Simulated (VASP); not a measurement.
AlNi3: single point with LDA

The system is AlNi3.

```
Ni Al
1.0
     3.47544    0.00000    0.00000
     0.00000    3.47544    0.00000
     0.00000    0.00000    3.47544
Ni Al
3 1
Direct
  0.50000 0.50000 0.00000
  0.50000 0.00000 0.50000
  0.00000 0.50000 0.50000
  0.00000 0.00000 0.00000
```

This cell differs from its parent crystal: volume scaled by 0.96.

| Quantity | Value |
| --- | --- |
| Program | VASP 6.6.1 |
| Task | single point |
| Functional | LDA |
| Potentials or basis | VASP PAW LDA potentials, release 64 (Ni, Al) |
| Cutoff | 520 eV |
| k mesh | 8 × 8 × 8 |
| Occupations | fermi-dirac, width 0.05 eV |
| Spin | collinear spin, ferromagnetic start |
| Starting moments | [1.0, 1.0, 1.0, 0.0] μB |

| Quantity | Value |
| --- | --- |
| Pressure | 1.2 GPa |
| Net moment | 0.26 μB per cell |
| Site moments | Ni +0.09; Al -0.00 μB |
| Valence electrons inside the program's atomic spheres | Ni 9.55; Al 0.85 |

Levels at points of the mesh, in eV from the Fermi level:
Spin up:
| k point | band 15 | band 16 | band 17 | band 18 | band 19 | band 20 |
| --- | --- | --- | --- | --- | --- | --- |
| (0.00, 0.00, 0.00) | 0.13 | 0.13 | 0.93 | 0.93 | 0.93 | 7.07 |
| (0.50, 0.00, 0.00) | -1.01 | -0.42 | 0.13 | 5.87 | 5.87 | 5.94 |
| (0.50, 0.50, 0.00) | -0.94 | -0.90 | -0.53 | 1.09 | 1.09 | 8.57 |
| (0.50, 0.50, 0.50) | -1.06 | -0.23 | -0.09 | -0.09 | -0.09 | 3.93 |
Spin down:
| k point | band 13 | band 14 | band 15 | band 16 | band 17 | band 18 | band 19 | band 20 |
| --- | --- | --- | --- | --- | --- | --- | --- | --- |
| (0.00, 0.00, 0.00) | -0.03 | 0.25 | 0.25 | 0.25 | 0.93 | 0.93 | 0.93 | 7.10 |
| (0.50, 0.00, 0.00) | -1.10 | -1.10 | -0.93 | -0.34 | 0.25 | 5.90 | 5.90 | 5.96 |
| (0.50, 0.50, 0.00) | -1.25 | -1.15 | -0.87 | -0.78 | -0.47 | 1.18 | 1.18 | 8.59 |
| (0.50, 0.50, 0.50) | -1.25 | -0.99 | -0.99 | -0.22 | 0.02 | 0.02 | 0.02 | 3.97 |

It took 77 s on 1 thread of Intel(R) Xeon(R) Platinum 8259CL CPU @ 2.50GHz (Skylake/Cascade Lake) (shared host), peak memory 0.18 GiB.
